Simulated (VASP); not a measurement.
The system is ScBSbP3.

```
Sc B Sb P
1.0
     4.68252    0.00000    0.00000
     0.00000    4.68252    0.00000
     0.00000    0.00000    5.21161
Sc B Sb P
1 1 1 3
Direct
  0.00000 0.00000 0.50000
  0.50000 0.50000 0.00000
  0.00000 0.00000 0.00000
  0.50000 0.00000 0.50000
  0.00000 0.50000 0.50000
  0.50000 0.50000 0.50000
```

The cell was generated, and may not be a known phase.

* Program: VASP 6.6.1
* Task: relaxation of cell and atoms
* Functional: PBE
* Potentials or basis: VASP PAW PBE potentials, release 64 (Sc_sv, B, Sb, P)
* Cutoff: 600 eV
* k mesh: 4 × 4 × 4
* Occupations: gaussian, width 0.1 eV
* Spin: no spin polarisation

At the start: pressure 11.9 GPa; volume 19.04 Å³/atom.

Problem. How do energy, volume and symmetry change on relaxing?

Solution. Over 3 steps the energy falls by 103.8 meV/atom and the volume is 22.05 Å³/atom (+15.8 %); space group P4/mmm (No. 123, to 0.1 Å) before and after.

Step by step:
```
step  energy change (eV)  largest force (eV/Å)  pressure (GPa)  volume (Å³)
   1              0.0000                0.0000           11.91       114.27
   2             -0.5642                0.0000           -2.62       139.26
   3             -0.6228                0.0000            0.04       132.28
```

Final structure:
```xyz
6
Lattice="4.9597 0.0000 0.0000 0.0000 4.9597 0.0000 0.0000 0.0000 5.3773" Properties=species:S:1:pos:R:3 pbc="T T T"
Sc    0.0000    0.0000    2.6887
B     2.4799    2.4799    0.0000
Sb    0.0000    0.0000    0.0000
P     2.4799    0.0000    2.6887
P     0.0000    2.4799    2.6887
P     2.4799    2.4799    2.6887
```

Caveat: the volume moved by over 15 % at a fixed basis, so the end points are rough.
